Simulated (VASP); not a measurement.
# Rb in VASP: settings compared, part 2 of 2

VASP 6.6.1. The steps go on from the part before.

### Step 6. Single point, revPBE

This run uses another cell than the first one, of 98.83 Å³/atom.

File INCAR:

```
SYSTEM = Rb
PREC = Accurate
ENCUT = 520
EDIFF = 1E-6
ISMEAR = -1
SIGMA = 0.05
LREAL = .False.
LASPH = .True.
NELM = 60
ALGO = Normal
ISIF = 2
LWAVE = .False.
LCHARG = .False.
GGA = RE
NBANDS = 10
```

File KPOINTS:

```
Automatic mesh
0
Gamma
  7 7 7
  0 0 0
```

File POSCAR:

```
Rb
1.0
   -2.9125447556      2.9125447556      2.9125447556
    2.9125447556     -2.9125447556      2.9125447556
    2.9125447556      2.9125447556     -2.9125447556
Rb
1
Direct
    0.0000000000      0.0000000000      0.0000000000
```

Potentials or basis: VASP PAW PBE potentials, release 64 (Rb_sv).

Command:

```console
$ cat potpaw_PBE.64/Rb_sv/POTCAR > POTCAR
$ mpirun -np 1 vasp_std > vasp.out
```

OUTCAR:

```text
SYSTEM = Rb
   PREC = Accurate
   ENCUT = 520
   EDIFF = 1E-6
   ISMEAR = -1
   LREAL = .False.
   LASPH = .True.
   NELM = 60
   ISIF = 2
   GGA = RE

 ion  position               nearest neighbor table
   1  0.000  0.000  0.000-

  LATTYP: Found a body centered cubic cell.
 ALAT       =     5.8250895112

  Lattice vectors:

 A1 = (  -2.9125447556,   2.9125447556,   2.9125447556)
 A2 = (   2.9125447556,  -2.9125447556,   2.9125447556)
 A3 = (   2.9125447556,   2.9125447556,  -2.9125447556)

Analysis of symmetry for initial positions (statically):
=====================================================================
 Subroutine PRICEL returns:
 Original cell was already a primitive cell.

 Routine SETGRP: Setting up the symmetry group for a
 body centered cubic supercell.

 Subroutine GETGRP returns: Found 48 space group operations
 (whereof 48 operations were pure point group operations)
 out of a pool of 48 trial point group operations.

The static configuration has the point symmetry O_h .

Analysis of symmetry for dynamics (positions and initial velocities):
=====================================================================
 Subroutine PRICEL returns:
 Original cell was already a primitive cell.

 Routine SETGRP: Setting up the symmetry group for a
 body centered cubic supercell.

 Subroutine GETGRP returns: Found 48 space group operations
 (whereof 48 operations were pure point group operations)
 out of a pool of 48 trial point group operations.

The dynamic configuration has the point symmetry O_h .

 Subroutine INISYM returns: Found 48 space group operations
 (whereof 48 operations are pure point group operations),
 and found     1 'primitive' translations

----------------------------------------------------------------------------------------

[... 107 lines left out ...]
  Fermi-wavevector in a.u.,A,eV,Ry     =   0.736540  1.391859  7.381042  0.542491
  Thomas-Fermi vector in A             =   1.830004
   LORBIT       =      0    0 simple, 1 ext, 2 COOP (PROOUT), +10 PAW based schemes
   GGA     = RE    functional components
   LHFCALC =     F    Hartree Fock is set to
   AEXX    =    0.0000 exact exchange contribution
   IVDW    =     0    specifies the selected vdW correction
   LEPSILON=     F    determine dielectric tensor
   LRPA    =     F    only Hartree local field effects (RPA)
 non-spin polarized calculation
  energy-cutoff  :      520.00
  volume of cell :       98.83
 maximum number of plane-waves:      2679
 NGX is ok and might be reduce to    40
   NGX = 19   NGY = 19   NGZ = 19

 number of electron       9.0000000 magnetization

 Free energy of the ion-electron system (eV)
  ---------------------------------------------------
  ext. energy  EPLUGINS =         0.00000000
  ---------------------------------------------------
  free energy    TOTEN  =        -0.83967571 eV

  energy without entropy =       -0.83149185  energy(sigma->0) =       -0.83558378

 E-fermi :  -0.0613     XC(G=0):  -5.1601

 val. band max:       -0.1133008275   @ k =  -0.2857   0.4286   0.1429
 cond. band min:       0.0440611172   @ k =  -0.4286   0.4286   0.1429
 fundamental gap:      0.1573619447
 Fermi energy:        -0.0613300451

 k-point     1 :       0.0000    0.0000    0.0000
  band No.  band energies     occupation
      1     -29.0557      2.00000
      2     -13.1115      2.00000
      3     -13.1115      2.00000
      4     -13.1115      2.00000
      5      -1.9112      2.00000
      6       3.5889      0.00000
      7       3.5889      0.00000
      8       3.5889      0.00000
      9       4.4432      0.00000
     10       4.4432      0.00000
[... 235 lines left out ...]
 k-point    20 :      -0.4286    0.4286    0.4286
  band No.  band energies     occupation
      1     -29.0510      2.00000
      2     -13.1614      2.00000
      3     -13.1593      2.00000
      4     -13.1593      2.00000
      5       1.0364      0.00000
      6       1.3188      0.00000
      7       2.8578      0.00000
      8       2.9565      0.00000
      9       2.9565      0.00000
     10       4.9503      0.00000

------------------------ aborting loop because EDIFF is reached ----------------------------------------

  FORCE on cell =-STRESS in cart. coord.  units (eV):
  Direction    XX          YY          ZZ          XY          YZ          ZX
  --------------------------------------------------------------------------------------
  -------------------------------------------------------------------------------------
  Total        0.0036473      0.0036473      0.0036473      0.0000000     -0.0000000     -0.0000000
  in kB        0.0591295      0.0591295      0.0591295      0.0000000     -0.0000000     -0.0000000
  external PRESSURE =       0.0591295 kB  Pullay stress =       0.0000000 kB

 VOLUME and BASIS-vectors are now :
 -----------------------------------------------------------------------------
  energy-cutoff  :      520.00
  volume of cell :       98.83
      direct lattice vectors                 reciprocal lattice vectors
    -2.912544756  2.912544756  2.912544756     0.000000000  0.171671182  0.171671182
     2.912544756 -2.912544756  2.912544756     0.171671182  0.000000000  0.171671182
     2.912544756  2.912544756 -2.912544756     0.171671182  0.171671182  0.000000000

 POSITION                                       TOTAL-FORCE (eV/Angst)
 -----------------------------------------------------------------------------------
      0.00000      0.00000      0.00000         0.000000     -0.000000     -0.000000
 -----------------------------------------------------------------------------------
    total drift:                                0.000000      0.000000     -0.000000

  FREE ENERGIE OF THE ION-ELECTRON SYSTEM (eV)
  ---------------------------------------------------
  free  energy   TOTEN  =        -0.8396757083 eV

  energy  without entropy=       -0.8314918541  energy(sigma->0) =       -0.83558378
```

OSZICAR:

```text
N       E                     dE             d eps       ncg     rms          rms(c)
DAV:   1     0.453439337585E+02    0.45344E+02   -0.32097E+03   400   0.643E+02
DAV:   2     0.202837726645E+01   -0.43316E+02   -0.42311E+02   454   0.126E+02
DAV:   3    -0.693397303877E+00   -0.27218E+01   -0.27172E+01   480   0.326E+01
DAV:   4    -0.830917314563E+00   -0.13752E+00   -0.13736E+00   582   0.659E+00
DAV:   5    -0.832794472452E+00   -0.18772E-02   -0.18768E-02   508   0.802E-01    0.124E+00
DAV:   6    -0.836226991152E+00   -0.34325E-02   -0.21741E-03   520   0.286E-01    0.735E-01
DAV:   7    -0.839378765968E+00   -0.31518E-02   -0.40470E-03   424   0.397E-01    0.441E-02
DAV:   8    -0.839657935416E+00   -0.27917E-03   -0.24704E-04   506   0.114E-01    0.217E-02
DAV:   9    -0.839675406308E+00   -0.17471E-04   -0.18934E-05   566   0.325E-02    0.488E-03
DAV:  10    -0.839675708336E+00   -0.30203E-06   -0.25701E-06   514   0.919E-03
   1 F= -.83967571E+00 E0= -.83558378E+00  d E =-.818385E-02
```

stdout:

```text
POSCAR found type information on POSCAR Rb
 POSCAR found :  1 types and       1 ions
 scaLAPACK will be used
 -----------------------------------------------------------------------------
|                                                                             |
|                                                                             |
|     You enforced a specific xc type in the INCAR file but a different       |
|     I HOPE YOU KNOW WHAT YOU ARE DOING!                                     |
|                                                                             |
 -----------------------------------------------------------------------------

 LDA part: xc-table for (Slater+PW92), standard interpolation
 POSCAR, INCAR and KPOINTS ok, starting setup
 FFT: planning ... GRIDC
 FFT: planning ... GRID_SOFT
 FFT: planning ... GRID
 WAVECAR not read
 entering main loop
```

Run time: 28 s. Hardware: 1 thread of Intel Xeon Platinum 8375C at 2.90GHz (Ice Lake), shared host; peak memory 0.23 GiB.

What came out:

| Quantity | Value |
| --- | --- |
| Free energy | -0.8397 eV |
| Pressure | 0.0 GPa |
| Band gap on the k mesh | zero (an odd number of electrons rules out a gap without spin polarisation) |

Caveat: the PAW data sets were made with another functional, which shifts forces and pressure a little.

### Step 7. Overview

```csv
level,spin,fixed moment (μB),cell,cutoff (eV),smearing,gap on the mesh (eV),pressure (GPa),moment (μB)
PBE,"non-collinear, zero start, SOC",-,"a = 4.854 Å, angles 109.5°, 1 atom",500,methfessel-paxton 0.05 eV,-,0.1,0.00
PBEsol,collinear,1.0,"a = 4.900, b = 4.803, c = 4.887 Å, angles 108.4, 111.0, 109.4°, 1 atom",520,fermi-dirac 0.15 eV,-,0.2,1.00
revPBE+D3(BJ),off,-,"a = 4.882 Å, angles 109.5°, 1 atom",520,fermi-dirac 0.05 eV,none,0.0,-
revPBE+D4,off,-,"a = 4.956 Å, angles 109.5°, 1 atom",520,fermi-dirac 0.05 eV,none,0.0,-
revPBE,off,-,"a = 5.045 Å, angles 109.5°, 1 atom",520,fermi-dirac 0.05 eV,none,0.0,-
```

Alike in all rows: task single point; potentials or basis VASP PAW PBE potentials, release 64 (Rb_sv); k mesh 7 × 7 × 7.

Caveats: the PAW data sets were made with another functional, which shifts forces and pressure a little (at least some runs); the total moment is fixed, so each spin has its own Fermi level (at least some runs).

Absolute energies hang on the potentials; compare differences alone.
